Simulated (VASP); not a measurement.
# As (P6/mmm) in VASP: further runs, part 2 of 2

VASP 6.6.1. The steps go on from the part before.

## 5. Relaxation of cell and atoms, PBE, target pressure 120 GPa, at which the enthalpy is minimised

This run uses another cell than the first one: it holds 3 atoms, not 1.

INCAR reads:

```
SYSTEM = As
  PREC = Accurate
  ENCUT = 600
  EDIFF = 1E-7
  ISMEAR = -1
  SIGMA = 0.05
  LREAL = .False.
  LASPH = .True.
  NELM = 80
  ALGO = Normal
  ISIF = 3
  LWAVE = .False.
  LCHARG = .False.
  GGA = PE
  IBRION = 2
  NSW = 60
  EDIFFG = -0.005
  PSTRESS = 1200.0
```

KPOINTS reads:

```
regular mesh
0
Gamma
  9 9 13
  0 0 0
```

POSCAR reads:

```
As
1.0
    4.0235188093      0.0000000000      0.0000000000
   -2.0117594047      3.4844695015      0.0000000000
    0.0000000000      0.0000000000      2.4945816618
As
3
Direct
    0.0000000000      0.0000000000      0.0000000000
    0.3333333333      0.6666666667      0.5000000000
    0.6666666667      0.3333333333      0.5000000000
```

Potentials or basis: VASP PAW PBE potentials, release 64 (As).

Run with:

```bash
cat potpaw_PBE.64/As/POTCAR > POTCAR
mpirun -np 1 vasp_std > vasp.out
```

OUTCAR:

```text
SYSTEM = As
   PREC = Accurate
   ENCUT = 600
   EDIFF = 1E-7
   ISMEAR = -1
   LREAL = .False.
   LASPH = .True.
   NELM = 80
   ISIF = 3
   GGA = PE
   IBRION = 2
   NSW = 60
   EDIFFG = -0.005
   PSTRESS = 1200.0

 ion  position               nearest neighbor table
   1  0.000  0.000  0.000-   2 2.64   3 2.64   2 2.64   3 2.64   3 2.64   3 2.64   2 2.64   2 2.64
                             3 2.64   3 2.64   2 2.64   2 2.64
   2  0.333  0.667  0.500-   3 2.32   3 2.32   3 2.32   1 2.64   1 2.64   1 2.64   1 2.64   1 2.64
                             1 2.64
   3  0.667  0.333  0.500-   2 2.32   2 2.32   2 2.32   1 2.64   1 2.64   1 2.64   1 2.64   1 2.64
                             1 2.64

  LATTYP: Found a hexagonal cell.
 ALAT       =     4.0235188093
 C/A-ratio  =     0.6200000000

  Lattice vectors:

 A1 = (   4.0235188093,   0.0000000000,   0.0000000000)
 A2 = (  -2.0117594047,   3.4844695015,   0.0000000000)
 A3 = (   0.0000000000,   0.0000000000,   2.4945816618)

Analysis of symmetry for initial positions (statically):
=====================================================================
 Subroutine PRICEL returns:
 Original cell was already a primitive cell.

 Routine SETGRP: Setting up the symmetry group for a
 hexagonal supercell.

 Subroutine GETGRP returns: Found 24 space group operations
 (whereof 24 operations were pure point group operations)
 out of a pool of 24 trial point group operations.

The static configuration has the point symmetry D_6h.

Analysis of symmetry for dynamics (positions and initial velocities):
=====================================================================
 Subroutine PRICEL returns:
 Original cell was already a primitive cell.

 Routine SETGRP: Setting up the symmetry group for a
 hexagonal supercell.

 Subroutine GETGRP returns: Found 24 space group operations
 (whereof 24 operations were pure point group operations)
 out of a pool of 24 trial point group operations.

The dynamic configuration has the point symmetry D_6h.

 Subroutine INISYM returns: Found 24 space group operations
 (whereof 24 operations are pure point group operations),
[... 130 lines left out ...]
 non-spin polarized calculation
  energy-cutoff  :      600.00
  volume of cell :       34.97
 maximum number of plane-waves:      1191
   NGX = 17   NGY = 17   NGZ =  9

--------------------------------------- Ionic step        1  -------------------------------------------

 number of electron      15.0000000 magnetization

 Free energy of the ion-electron system (eV)
  ---------------------------------------------------
  ext. energy  EPLUGINS =         0.00000000
  ---------------------------------------------------
  free energy    TOTEN  =        -7.14069677 eV

  energy without entropy =       -7.13276263  energy(sigma->0) =       -7.13672970

------------------------ aborting loop because EDIFF is reached ----------------------------------------

  FORCE on cell =-STRESS in cart. coord.  units (eV):
  Direction    XX          YY          ZZ          XY          YZ          ZX
  --------------------------------------------------------------------------------------
  -------------------------------------------------------------------------------------
  Total       27.8708017     27.8708017     23.9735204     -0.0000000     -0.0000000     -0.0000000
  in kB     1276.7904182   1276.7904182   1098.2519062     -0.0000000     -0.0000000     -0.0000000
  external PRESSURE =      17.2775808 kB  Pullay stress =    1200.0000000 kB
[... 299 lines left out ...]
--------------------------------------- Ionic step        9  -------------------------------------------

 number of electron      15.0000000 magnetization

 Free energy of the ion-electron system (eV)
  ---------------------------------------------------
  ext. energy  EPLUGINS =         0.00000000
  ---------------------------------------------------
  free energy    TOTEN  =        -7.25800334 eV

  energy without entropy =       -7.25126182  energy(sigma->0) =       -7.25463258

 E-fermi :  13.5467     XC(G=0): -13.0429

 val. band max:       13.5109011692   @ k =   0.1111   0.1111   0.3846
 cond. band min:      13.5821076980   @ k =   0.3333   0.1111   0.0769
 fundamental gap:      0.0712065288
 Fermi energy:        13.5466554973

 k-point     1 :       0.0000    0.0000    0.0000
  band No.  band energies     occupation
      1      -7.4071      2.00000
      2       3.3699      2.00000
      3       3.4634      2.00000
      4       5.4083      2.00000
      5       5.4083      2.00000
      6       5.7216      2.00000
      7       5.7216      2.00000
      8      16.7317      0.00000
      9      21.1006      0.00000
     10      24.2514      0.00000
     11      24.2514      0.00000
[... 309 lines left out ...]
 k-point    24 :       0.3333    0.3333    0.0769
  band No.  band energies     occupation
      1      -3.2548      2.00000
      2      -3.2548      2.00000
      3      -3.1036      2.00000
      4       8.7087      2.00000
      5       9.1061      2.00000
      6       9.1061      2.00000
      7      17.5151      0.00000
      8      17.5151      0.00000
      9      18.6435      0.00000
     10      19.0770      0.00000
     11      19.6271      0.00000

 [... further k-points ...]
[... 5 lines left out ...]
  --------------------------------------------------------------------------------------
  -------------------------------------------------------------------------------------
  Total       26.2479473     26.2479473     26.2514132     -0.0000000      0.0000000      0.0000000
  in kB     1200.4055254   1200.4055254   1200.5640308     -0.0000000      0.0000000      0.0000000
  external PRESSURE =       0.4583605 kB  Pullay stress =    1200.0000000 kB
[... 22 lines left out ...]
  energy  without entropy=       -7.2512618153  energy(sigma->0) =       -7.25463258

  enthalpy is  TOTEN    =        18.9810767835 eV   P V=       26.2390801239

 reached required accuracy - stopping structural energy minimisation
```

OSZICAR:

```text
N       E                     dE             d eps       ncg     rms          rms(c)
DAV:   1     0.626762173784E+02    0.62676E+02   -0.75380E+03  1856   0.135E+03
DAV:   2    -0.421212524890E+01   -0.66888E+02   -0.62871E+02  2410   0.194E+02
DAV:   3    -0.721025735601E+01   -0.29981E+01   -0.28410E+01  2362   0.390E+01
DAV:   4    -0.725244141559E+01   -0.42184E-01   -0.41806E-01  2185   0.366E+00
[... 70 lines left out ...]
DAV:   1    -0.725806971108E+01   -0.28878E-01   -0.49886E-03  2050   0.519E-01    0.505E-02
DAV:   2    -0.725803116206E+01    0.38549E-04   -0.17974E-04  2070   0.111E-01    0.305E-02
DAV:   3    -0.725800317159E+01    0.27990E-04   -0.47499E-05  2070   0.516E-02    0.248E-03
DAV:   4    -0.725800333459E+01   -0.16300E-06   -0.21340E-06  2085   0.121E-02    0.197E-03
DAV:   5    -0.725800334035E+01   -0.57556E-08   -0.32326E-08  1049   0.155E-03
   9 F= 0.18981077E+02 E0= 0.18984448E+02  d E =-.112448E-03
```

It took 60 s on 1 thread of Intel Xeon 6975P-C (Granite Rapids), shared host; peak memory 0.18 GiB.

What came out:

```
Free energy                                            : -7.2580 eV
Relaxed volume                                         : 11.68 Å³/atom
Relaxed cell                                           : a = 4.090 Å, b = 4.090 Å, c = 2.418 Å, α = 90.00°, β = 90.00°, γ = 120.00°
Space group after relaxing (to 0.05 Å)                 : P6/mmm (No. 191)
Energy change on relaxing (the enthalpy is what falls) : -39.1 meV/atom
Ionic steps                                            : 9
Pressure after relaxing                                : 120.0 GPa
```

Step by step:
```csv
step,energy change (eV),largest force (eV/Å),pressure (GPa),volume (Å³)
1,0.0000,0.0000,121.73,34.97
2,-0.4902,0.0000,112.49,35.57
3,-0.3748,0.0000,115.14,35.39
4,0.8512,0.0000,138.26,33.87
5,-0.1540,0.0000,119.33,35.08
6,-0.1401,0.0000,119.59,35.06
7,-0.1353,0.0000,119.69,35.06
8,-0.0885,0.0000,120.61,34.99
9,-0.1173,0.0000,120.05,35.03
```

Final structure:
```cif
data_structure
_symmetry_space_group_name_H-M 'P 1'
_symmetry_Int_Tables_number 1
_cell_length_a 4.0899
_cell_length_b 4.0899
_cell_length_c 2.4184
_cell_angle_alpha 90.000
_cell_angle_beta 90.000
_cell_angle_gamma 120.000
_cell_volume 35.03
loop_
_atom_site_label
_atom_site_type_symbol
_atom_site_fract_x
_atom_site_fract_y
_atom_site_fract_z
_atom_site_occupancy
As1 As 0.00000 0.00000 0.00000 1
As2 As 0.33333 0.66667 0.50000 1
As3 As 0.66667 0.33333 0.50000 1
```

Caveat: the cell is relaxed towards a set pressure, so the enthalpy falls and the energy may rise; the bands computed are all filled at some k points, so no gap is given.

## 6. Single point, PBE

This run uses another cell than the first one, of 12.03 Å³/atom, 1.017 times its volume.

INCAR reads:

```
SYSTEM = As
PREC     = Accurate       ! precision mode
ENCUT    = 520            ! plane-wave cutoff, eV
EDIFF    = 1E-7           ! SCF threshold, eV
ISMEAR   = -1             ! smearing method
SIGMA    = 0.05           ! smearing width, eV
LREAL    = .FALSE.        ! projectors in reciprocal space
LASPH    = .TRUE.         ! aspherical terms in the spheres
NELM     = 60             ! most SCF steps
ALGO     = Normal         ! electronic algorithm
ISIF     = 2              ! what is computed and relaxed
LWAVE    = .FALSE.        ! write WAVECAR
LCHARG   = .TRUE.         ! write CHGCAR
GGA      = PE             ! functional
LELF     = .TRUE.         ! ELF
LVHAR    = .TRUE.       
NBANDS   = 8              ! bands
```

KPOINTS reads:

```
Automatic mesh
0
G
  18 18 17
  0 0 0
```

POSCAR reads:

```
As
1.0
    2.4523120711      0.0000000000      0.0000000000
   -1.2261560356      2.1237645516      0.0000000000
    0.0000000000      0.0000000000      2.3094823432
As
1
Direct
    0.0000000000      0.0000000000      0.0000000000
```

Potentials or basis: VASP PAW PBE potentials, release 64 (As).

Run with:

```bash
cat potpaw_PBE.64/As/POTCAR > POTCAR
mpirun -np 1 vasp_std > vasp.out
```

Wall time 12 s (1 thread of Intel Xeon Platinum 8559C (Emerald Rapids), shared host); peak memory 0.13 GiB.

It converged, with:

- Free energy: -2.4292 eV
- Pressure: 123.5 GPa

Stress tensor (GPa, compression positive):
```
123.49   0.00   0.00
  0.00 123.49   0.00
  0.00   0.00 123.39
```

Levels at points of the mesh, in eV from the Fermi level:
| k point | band 1 | band 2 | band 3 | band 4 | band 5 | band 6 | band 7 |
| --- | --- | --- | --- | --- | --- | --- | --- |
| (0.00, 0.00, 0.00) | -20.92 | 5.80 | 8.86 | 8.86 | 8.99 | 14.24 | 14.24 |
| (0.50, 0.00, 0.00) | -13.31 | -11.49 | 2.48 | 6.92 | 11.92 | 17.36 | 17.73 |

## 7. Overview

| task | cell | k mesh | cutoff (eV) | gap on the mesh (eV) | pressure (GPa) |
| --- | --- | --- | --- | --- | --- |
| relaxation of cell and atoms | relaxed to 120 GPa from a = 2.440, b = 2.440, c = 2.294 Å, angles 90.0, 90.0, 120.0°, 1 atom | 18 × 18 × 17 | 600 | none | 120.0 |
| relaxation of cell and atoms | relaxed to 120 GPa from a = 2.452, b = 2.452, c = 2.309 Å, angles 90.0, 90.0, 120.0°, 1 atom | 18 × 18 × 17 | 600 | none | 120.0 |
| relaxation of cell and atoms | relaxed to 120 GPa from a = 4.081, b = 4.081, c = 2.414 Å, angles 90.0, 90.0, 120.0°, 3 atoms | 9 × 9 × 13 | 600 | - | 120.0 |
| relaxation of cell and atoms | relaxed to 120 GPa from a = 4.024, b = 4.024, c = 2.495 Å, angles 90.0, 90.0, 120.0°, 3 atoms | 9 × 9 × 13 | 600 | - | 120.0 |
| single point | a = 2.452, b = 2.452, c = 2.309 Å, angles 90.0, 90.0, 120.0°, 1 atom | 18 × 18 × 17 | 520 | none | 123.5 |

Alike in all rows: level PBE; potentials or basis VASP PAW PBE potentials, release 64 (As); no spin polarisation; smearing fermi-dirac 0.05 eV.

Caveats: the cell is relaxed towards a set pressure, so the enthalpy falls and the energy may rise (some runs); the bands computed are all filled at some k points, so no gap is given (some runs).

Absolute energies hang on the potentials; compare differences alone.
